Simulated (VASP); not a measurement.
HfN:

```
CELL_PARAMETERS angstrom
0.00000 2.25600 2.25600
2.25600 0.00000 2.25600
2.25600 2.25600 0.00000
ATOMIC_POSITIONS crystal
Hf 0.00000 0.00000 0.00000
N 0.50000 0.50000 0.50000
```

* Program: VASP 6.6.1
* Task: relaxation of cell and atoms
* Functional: PBE
* Potentials or basis: VASP PAW PBE potentials, release 64 (Hf_pv, N)
* Cutoff: 600 eV
* k mesh: 9 × 9 × 9
* Occupations: methfessel-paxton, width 0.15 eV
* Spin: no spin polarisation

At the start: pressure 4.1 GPa; volume 11.48 Å³/atom.

**Question.** How do energy, volume and symmetry change on relaxing?

**Answer.** Over 3 steps the energy falls by 2.1 meV/atom and the volume is 11.65 Å³/atom (+1.5 %); space group Fm-3m (No. 225, to 0.1 Å) before and after.

The path:
| step | energy change (eV) | largest force (eV/Å) | pressure (GPa) | volume (Å³) |
| --- | --- | --- | --- | --- |
| 1 | 0.0000 | 0.0000 | 4.06 | 22.96 |
| 2 | 0.0101 | 0.0000 | -6.94 | 23.94 |
| 3 | -0.0042 | 0.0000 | -0.02 | 23.30 |

Final structure:
```
Hf N
1.0
     0.00000    2.26703    2.26703
     2.26703    0.00000    2.26703
     2.26703    2.26703    0.00000
Hf N
1 1
Direct
  0.00000 0.00000 0.00000
  0.50000 0.50000 0.50000
```
